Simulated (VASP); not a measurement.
Set up this calculation in VASP 6.6.1, as the native input.

```
Task                   : single point
Functional             : PBE
Potentials or basis    : VASP PAW PBE potentials, release 64 (Sn_d, O)
Cutoff                 : 520 eV
k mesh                 : 6 × 6 × 8
Occupations            : gaussian, width 0.05 eV
Spin                   : no spin polarisation
Dipole correction      : no
Further INCAR settings : ALGO = Normal; EDIFF = 1e-07; NBANDS = 35
```

The structure of SnO2 lies in POSCAR:

```
SnO2
1.0
    4.9713131648      0.0000000000      0.0000000000
    0.0000000000      4.6835165754      0.0000000000
    0.0000000000      0.0000000000      3.2381666599
Sn O
2 4
Direct
    0.5000000000      0.5000000000      0.5000000000
    0.0000000000      0.0000000000      0.0000000000
    0.3064962475      0.3066616298      0.0000000000
    0.8064962475      0.1933383702      0.5000000000
    0.1935037525      0.8066616298      0.5000000000
    0.6935037525      0.6933383702      0.0000000000
```

This cell differs from its parent crystal: strain +0.0300 x Voigt [1, -1, 0, 0, 0, 0].

One way to write it, as run:

INCAR

```
SYSTEM = SnO2
  ALGO = Normal
  EDIFF = 1E-7
  ENCUT = 520
  GGA = PE
  ISIF = 2
  ISMEAR = 0
  LASPH = .TRUE.
  LCHARG = .FALSE.
  LREAL = .FALSE.
  LWAVE = .FALSE.
  NBANDS = 35
  NELM = 60
  PREC = Accurate
  SIGMA = 0.05
```

KPOINTS

```
k-points
0
G
  6 6 8
  0 0 0
```

Potentials or basis: VASP PAW PBE potentials, release 64 (Sn_d, O).

Launch:

```bash
$ cat potpaw_PBE.64/Sn_d/POTCAR potpaw_PBE.64/O/POTCAR > POTCAR
$ mpirun -np 1 vasp_std > vasp.out
```

Results of the run:

The pressure is 0.6 GPa, the largest force is 0.042 eV/Å and the band gap on the k mesh is 0.66 eV.

Caveat: the cell differs from its parent crystal (strain +0.0300 x Voigt [1, -1, 0, 0, 0, 0]); spin-orbit coupling is left out, which moves the levels of the heavy elements.

Wall time 69 s on 1 thread of Intel(R) Xeon(R) 6975P-C (Granite Rapids), on a shared host, peak memory 0.28 GiB.
